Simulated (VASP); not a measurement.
# Re (P6_3/mmc) in VASP: notebook

Re is run at these levels: PBEsol; tasks: single point.

All numbers are computed with VASP 6.6.1; they aren't measurements. Logs are shortened: lines on timing, memory, paths and dates and some standing lists are left out, and cuts for length are marked.

## Step 1: The cell of the first run

The structure is hexagonal, space group P6_3/mmc (No. 194). The conventional cell has a = 2.789 Å, b = 2.789 Å, c = 8.986 Å, α = 90.00°, β = 90.00°, γ = 120.00°. Within 3.6 Å of Re (site symmetry -3m) lie 12 Re at 2.76 to 2.79 Å. Re (site symmetry -6m2) has 12 Re at 2.76 to 2.79 Å within 3.6 Å.

## Step 2: Single point, PBEsol (15.13 Å³/atom)

INCAR reads:

```
  PREC = Accurate
  ENCUT = 520
  EDIFF = 1E-6
  ISMEAR = -1
  SIGMA = 0.1
  LREAL = F
  LASPH = T
  NELM = 100
  ALGO = Normal
  ISIF = 2
  LWAVE = F
  LCHARG = F
  GGA = PS
  NBANDS = 22
```

KPOINTS reads:

```
regular mesh
0
Gamma
  15 15 4
```

POSCAR reads:

```
Re
1.0
    2.7889181786      0.0000000000      0.0000000000
   -1.3944590893      2.4152739918      0.0000000000
    0.0000000000      0.0000000000      8.9863056680
Re
4
Direct
    0.0000000000      1.0000000000      0.0000000000
    0.0000000000      1.0000000000      0.5000000000
    0.3333333333      0.6666666667      0.2500000000
    0.6666666667      0.3333333333      0.7500000000
```

Potentials or basis: VASP PAW PBE potentials, release 64 (Re).

Started as:

```bash
$ cat potpaw_PBE.64/Re/POTCAR > POTCAR
$ mpirun -np 1 vasp_std > vasp.out
```

OUTCAR:

```text
PREC = Accurate
   ENCUT = 520
   EDIFF = 1E-6
   ISMEAR = -1
   LREAL = F
   LASPH = T
   NELM = 100
   ISIF = 2
   GGA = PS

 ion  position               nearest neighbor table
   1  0.000  0.000  0.000-   3 2.76   4 2.76   4 2.76   3 2.76   4 2.76   3 2.76
   2  0.000  0.000  0.500-   3 2.76   4 2.76   4 2.76   3 2.76   4 2.76   3 2.76
   3  0.333  0.667  0.250-   1 2.76   2 2.76   1 2.76   2 2.76   1 2.76   2 2.76
   4  0.667  0.333  0.750-   1 2.76   2 2.76   1 2.76   2 2.76   1 2.76   2 2.76

  LATTYP: Found a hexagonal cell.
 ALAT       =     2.7889181786
 C/A-ratio  =     3.2221474753

  Lattice vectors:

 A1 = (   2.7889181786,   0.0000000000,   0.0000000000)
 A2 = (  -1.3944590893,   2.4152739918,   0.0000000000)
 A3 = (   0.0000000000,   0.0000000000,   8.9863056680)

Analysis of symmetry for initial positions (statically):
=====================================================================
 Subroutine PRICEL returns:
 Original cell was already a primitive cell.

 Routine SETGRP: Setting up the symmetry group for a
 hexagonal supercell.

 Subroutine GETGRP returns: Found 24 space group operations
 (whereof 12 operations were pure point group operations)
 out of a pool of 24 trial point group operations.

The static configuration has the point symmetry D_3d.
 The point group associated with its full space group is D_6h.

Analysis of symmetry for dynamics (positions and initial velocities):
=====================================================================
 Subroutine PRICEL returns:
 Original cell was already a primitive cell.

 Routine SETGRP: Setting up the symmetry group for a
 hexagonal supercell.

 Subroutine GETGRP returns: Found 24 space group operations
 (whereof 12 operations were pure point group operations)
 out of a pool of 24 trial point group operations.

The dynamic configuration has the point symmetry D_3d.
 The point group associated with its full space group is D_6h.

 Subroutine INISYM returns: Found 24 space group operations
 (whereof 12 operations are pure point group operations),
 and found     1 'primitive' translations

----------------------------------------------------------------------------------------

                                     Primitive cell

  volume of cell :      60.5318

  direct lattice vectors                    reciprocal lattice vectors
     2.788918179  0.000000000  0.000000000     0.358561971  0.207015851  0.000000000
    -1.394459089  2.415273992  0.000000000     0.000000000  0.414031701  0.000000000
     0.000000000  0.000000000  8.986305668     0.000000000  0.000000000  0.111280435

  length of vectors
     2.788918179  2.788918179  8.986305668     0.414031701  0.414031701  0.111280435

  position of ions in fractional coordinates (direct lattice)
     0.000000000  0.000000000  0.000000000
     0.000000000  0.000000000  0.500000000
     0.333333333  0.666666667  0.250000000
     0.666666667  0.333333333  0.750000000

  ion indices of the primitive-cell ions
   primitive index   ion index
                 1           1
                 2           2
                 3           3
                 4           4

----------------------------------------------------------------------------------------

 KPOINTS: regular mesh

Automatic generation of k-mesh.
 Grid dimensions read from file:
 generate k-points for:   15   15    4

 Generating k-lattice:

  Cartesian coordinates                     Fractional coordinates (reciprocal lattice)
     0.023904131  0.013801057  0.000000000     0.066666667  0.000000000  0.000000000
     0.000000000  0.027602113  0.000000000     0.000000000  0.066666667  0.000000000
     0.000000000  0.000000000  0.027820109     0.000000000  0.000000000  0.250000000

  Length of vectors
     0.027602113  0.027602113  0.027820109

  Shift w.r.t. Gamma in fractional coordinates (k-lattice)
     0.000000000  0.000000000  0.000000000

 Subroutine IBZKPT returns following result:
 ===========================================

 Found     81 irreducible k-points:

 Following reciprocal coordinates:
            Coordinates               Weight
  0.000000  0.000000  0.000000      1.000000
  0.066667 -0.000000  0.000000      6.000000
  0.133333  0.000000  0.000000      6.000000
  0.200000  0.000000  0.000000      6.000000
  0.266667  0.000000  0.000000      6.000000
  0.333333  0.000000  0.000000      6.000000
[... 16 lines left out ...]
  0.333333  0.200000  0.000000     12.000000
  0.400000  0.200000  0.000000      6.000000
 [... further k-points ...]
   k-points           NKPTS =     81   k-points in BZ     NKDIM =     81   number of bands    NBANDS=     22
   number of dos      NEDOS =    301   number of ions     NIONS =      4
   total plane-waves  NPLWV =  40320
   dimension x,y,z NGX =    24 NGY =   24 NGZ =   70
   dimension x,y,z NGXF=    48 NGYF=   48 NGZF=  140
   ions per type =               4
   NGX,Y,Z   is equivalent  to a cutoff of  14.31, 14.31, 12.95 a.u.
   NGXF,Y,Z  is equivalent  to a cutoff of  28.61, 28.61, 25.90 a.u.
 SYSTEM =  unknown system
   PREC   = accura    normal or accurate (medium, high low for compatibility)
   ISTART =      0    job   : 0-new  1-cont  2-samecut
   ICHARG =      2    charge: 1-file 2-atom 10-const
   ISPIN  =      1    spin polarized calculation?
   LNONCOLLINEAR =      F non collinear calculations
   LSORBIT =      F    spin-orbit coupling
   LASPH  =      T    aspherical Exc in radial PAW
   ENCUT  =  520.0 eV  38.22 Ry    6.18 a.u.   5.19  5.19 16.71*2*pi/ulx,y,z
   NELM   =    100;   NELMIN=  2; NELMDL= -5     # of ELM steps
   EDIFF  = 0.1E-05   stopping-criterion for ELM
   LREAL  =      F    real-space projection
   EDIFFG = 0.1E-04   stopping-criterion for IOM
   NSW    =      0    number of steps for IOM
   IBRION =     -1    ionic relax: 0-MD 1-quasi-New 2-CG
   NFREE  =      0    steps in history (QN), initial steepest desc. (CG)
   ISIF   =      2    stress and relaxation
   ISYM   =      2    0-nonsym 1-usesym 2-fastsym
   POTIM  = 0.5000    time-step for ionic-motion
   TEBEG  =    0.0;   TEEND  =   0.0 temperature during run
   PSTRESS=    0.0 pullay stress
   NELECT =      28.0000    total number of electrons
   NUPDOWN=      -1.0000    fix difference up-down
   EMIN   =  10.00;   EMAX   =-10.00  energy-range for DOS
   EFERMI =   0.00;   METHOD = LEGACY
   ISMEAR =    -1;   SIGMA  =   0.10  broadening in eV -4-tet -1-fermi 0-gaus
   EFERMI_NEDOS =   21; number of points for ismear=-14 and -15
   IALGO  =     38    algorithm
   IMIX   =      4    mixing-type and parameters
     AMIX     =   0.40;   BMIX     =  1.00
     AMIX_MAG =   1.60;   BMIX_MAG =  1.00
  volume/ion in A,a.u.               =      15.13       102.12
  Fermi-wavevector in a.u.,A,eV,Ry     =   1.266095  2.392573 21.810101  1.602997
  Thomas-Fermi vector in A             =   2.399314
   LORBIT       =      0    0 simple, 1 ext, 2 COOP (PROOUT), +10 PAW based schemes
   GGA     = PS    functional components
   LHFCALC =     F    Hartree Fock is set to
   AEXX    =    0.0000 exact exchange contribution
   IVDW    =     0    specifies the selected vdW correction
   LEPSILON=     F    determine dielectric tensor
   LRPA    =     F    only Hartree local field effects (RPA)
 non-spin polarized calculation
  energy-cutoff  :      520.00
  volume of cell :       60.53
 maximum number of plane-waves:      1645
 NGX is ok and might be reduce to    24
   NGX = 11   NGY = 11   NGZ = 33

 number of electron      27.9999999 magnetization

 Free energy of the ion-electron system (eV)
  ---------------------------------------------------
  ext. energy  EPLUGINS =         0.00000000
  ---------------------------------------------------
  free energy    TOTEN  =       -53.41481037 eV

  energy without entropy =      -53.31501876  energy(sigma->0) =      -53.36491456

 E-fermi :   7.4796     XC(G=0): -13.6663

 val. band max:        7.4749947193   @ k =   0.3333   0.2667   0.2500
 cond. band min:       7.4966533745   @ k =   0.2000   0.0667   0.0000
 fundamental gap:      0.0216586552
 Fermi energy:         7.4795773778

 k-point     1 :       0.0000    0.0000    0.0000
  band No.  band energies     occupation
      1      -2.3281      2.00000
      2      -0.0471      2.00000
      3       0.0159      2.00000
      4       0.9573      2.00000
      5       5.0165      2.00000
      6       5.1082      2.00000
[... 14 lines left out ...]
     21       9.8810      0.00000
     22       9.8810      0.00000

 k-point     2 :       0.0667   -0.0000    0.0000
  band No.  band energies     occupation
      1      -2.1518      2.00000
      2       0.1178      2.00000
      3       0.1795      2.00000
      4       1.1263      2.00000
      5       4.7818      2.00000
      6       4.9880      2.00000
[... 14 lines left out ...]
     21       9.8505      0.00000
     22       9.9132      0.00000

 k-point     3 :       0.1333    0.0000    0.0000
  band No.  band energies     occupation
      1      -1.6437      2.00000
      2       0.5676      2.00000
      3       0.6245      2.00000
      4       1.5906      2.00000
      5       4.3153      2.00000
      6       4.6821      2.00000
[... 14 lines left out ...]
     21       9.7842      0.00000
     22      10.0457      0.00000
[... 476 lines left out ...]
 k-point    23 :       0.3333    0.2000    0.0000
  band No.  band energies     occupation
      1       1.9282      2.00000
      2       1.9661      2.00000
      3       2.8295      2.00000
      4       3.1666      2.00000
      5       3.1732      2.00000
      6       3.6278      2.00000
[... 14 lines left out ...]
     21      13.1917      0.00000
     22      13.9600      0.00000

 k-point    24 :       0.4000    0.2000    0.0000
  band No.  band energies     occupation
      1       1.8569      2.00000
      2       1.9528      2.00000
      3       2.7487      2.00000
      4       3.3778      2.00000
      5       3.5130      2.00000
      6       3.6235      2.00000
[... 14 lines left out ...]
     21      13.6435      0.00000
     22      14.1031      0.00000

 [... further k-points ...]

------------------------ aborting loop because EDIFF is reached ----------------------------------------

  FORCE on cell =-STRESS in cart. coord.  units (eV):
  Direction    XX          YY          ZZ          XY          YZ          ZX
  --------------------------------------------------------------------------------------
  -------------------------------------------------------------------------------------
  Total       -5.3874138     -5.3874138     -5.3661978     -0.0000000      0.0000000      0.0000000
  in kB     -142.5960677   -142.5960677   -142.0345169     -0.0000000      0.0000000      0.0000000
  external PRESSURE =    -142.4088841 kB  Pullay stress =       0.0000000 kB

 VOLUME and BASIS-vectors are now :
 -----------------------------------------------------------------------------
  energy-cutoff  :      520.00
  volume of cell :       60.53
      direct lattice vectors                 reciprocal lattice vectors
     2.788918179  0.000000000  0.000000000     0.358561971  0.207015851  0.000000000
    -1.394459089  2.415273992  0.000000000     0.000000000  0.414031701  0.000000000
     0.000000000  0.000000000  8.986305668     0.000000000  0.000000000  0.111280435

 POSITION                                       TOTAL-FORCE (eV/Angst)
 -----------------------------------------------------------------------------------
      0.00000      0.00000      0.00000        -0.000000     -0.000000      0.000000
      0.00000      0.00000      4.49315        -0.000000     -0.000000      0.000000
     -0.00000      1.61018      2.24658         0.000000      0.000000     -0.000000
      1.39446      0.80509      6.73973        -0.000000      0.000000      0.000000
 -----------------------------------------------------------------------------------
    total drift:                               -0.000000      0.000000      0.000000

  FREE ENERGIE OF THE ION-ELECTRON SYSTEM (eV)
  ---------------------------------------------------
  free  energy   TOTEN  =       -53.4148103655 eV

  energy  without entropy=      -53.3150187587  energy(sigma->0) =      -53.36491456
```

It took 2.3 min on 1 thread of Intel Xeon Platinum 8259CL at 2.50GHz (Skylake/Cascade Lake), shared host; peak memory 0.24 GiB.

Results:

| Item | Value |
| --- | --- |
| Free energy | -53.4148 eV |
| Pressure | -14.2 GPa |
| Band gap on the k mesh | zero (bands 14 and 15 overlap by 2.44 eV) |

Caveat: the cell stands under tension; the PAW data sets were made with another functional, which shifts forces and pressure a little; spin-orbit coupling is left out, which moves the levels of the heavy elements.

## Step 3: Single point, PBEsol (15.71 Å³/atom)

This run uses another cell than the first one, of 15.71 Å³/atom.

INCAR reads:

```
PREC     = Accurate       # precision mode
ENCUT    = 520            # plane-wave cutoff, eV
EDIFF    = 1E-6           # SCF threshold, eV
ISMEAR   = -1             # smearing method
SIGMA    = 0.1            # smearing width, eV
LREAL    = False          # projectors in reciprocal space
LASPH    = True           # aspherical terms in the spheres
NELM     = 100            # most SCF steps
ALGO     = Normal         # electronic algorithm
ISIF     = 2              # what is computed and relaxed
LWAVE    = False          # write WAVECAR
LCHARG   = False          # write CHGCAR
GGA      = PS             # functional
NBANDS   = 22             # bands
```

KPOINTS is that of step 2.

POSCAR reads:

```
Re
1.0
    2.8242246885      0.0000000000      0.0000000000
   -1.4121123442      2.4458503262      0.0000000000
    0.0000000000      0.0000000000      9.1000684495
Re
4
Direct
    0.0000000000      1.0000000000      0.0000000000
    0.0000000000      1.0000000000      0.5000000000
    0.3333333333      0.6666666667      0.2500000000
    0.6666666667      0.3333333333      0.7500000000
```

Potentials or basis: VASP PAW PBE potentials, release 64 (Re).

Started as:

```bash
$ cat potpaw_PBE.64/Re/POTCAR > POTCAR
$ mpirun -np 1 vasp_std > vasp.out
```

Wall time 2.1 min (1 thread of Intel Xeon Platinum 8259CL at 2.50GHz (Skylake/Cascade Lake), shared host); peak memory 0.24 GiB.

Results (log left out):

- Free energy: -53.1226 eV
- Pressure: -25.8 GPa
- Band gap on the k mesh: zero (bands 14 and 15 overlap by 2.31 eV)

Stress tensor (GPa, compression positive):
```
-25.72   0.00   0.00
  0.00 -25.72   0.00
  0.00   0.00 -25.82
```

Levels at points of the mesh, in eV from the Fermi level:
```
           k point  band 10  band 11  band 12  band 13  band 14  band 15  band 16  band 17  band 18  band 19
(0.00, 0.00, 0.00)    -1.75    -1.47    -1.13    -1.13    -1.02    -1.02     0.42     0.56     0.56     1.35
(0.00, 0.00, 0.50)    -1.60    -1.34    -1.34    -1.34    -1.34    -1.11    -1.11     1.05     1.05     1.05
```

Caveat: the cell stands under tension; the PAW data sets were made with another functional, which shifts forces and pressure a little; spin-orbit coupling is left out, which moves the levels of the heavy elements.

The gap in the log of VASP goes by the Fermi energy; the results here count the filled bands.